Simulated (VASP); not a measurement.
A run of VASP 6.6.1 is set up as follows.

INCAR

```
  PREC = Accurate
  ENCUT = 520
  EDIFF = 1E-6
  ISMEAR = 0
  SIGMA = 0.05
  LREAL = F
  LASPH = T
  NELM = 80
  ALGO = Normal
  ISIF = 2
  LWAVE = F
  LCHARG = T
  GGA = PE
  IVDW = 12
  LELF = T
  LVHAR = T
  NBANDS = 11
```

KPOINTS

```
Automatic mesh
0
Gamma
  15 15 15
```

POSCAR

```
C
1.0
    1.2119157437      0.6996998808      3.3052526588
   -1.2119157437      0.6996998808      3.3052526588
    0.0000000000     -1.3993997617      3.3052526588
C
2
Direct
    0.1609431579      0.1609431579      0.1609431579
    0.8390568421      0.8390568421      0.8390568421
```

Potentials or basis: VASP PAW PBE potentials, release 64 (C).

Launch:

```sh
$ cat potpaw_PBE.64/C/POTCAR > POTCAR
$ mpirun -np 1 vasp_std > vasp.out
```

**Question.** Predict the pressure.

**Answer.** 15.9 GPa.

**Question.** What does it give for the largest force?

**Answer.** 1.829 eV/Å.

Forces in eV/Å, atoms in the order of the input:
```
C    0.000  0.000  1.829
C    0.000  0.000 -1.829
```

Caveat: forces of over 1 eV/Å act on the atoms, so gaps and moduli don't describe the material at rest.
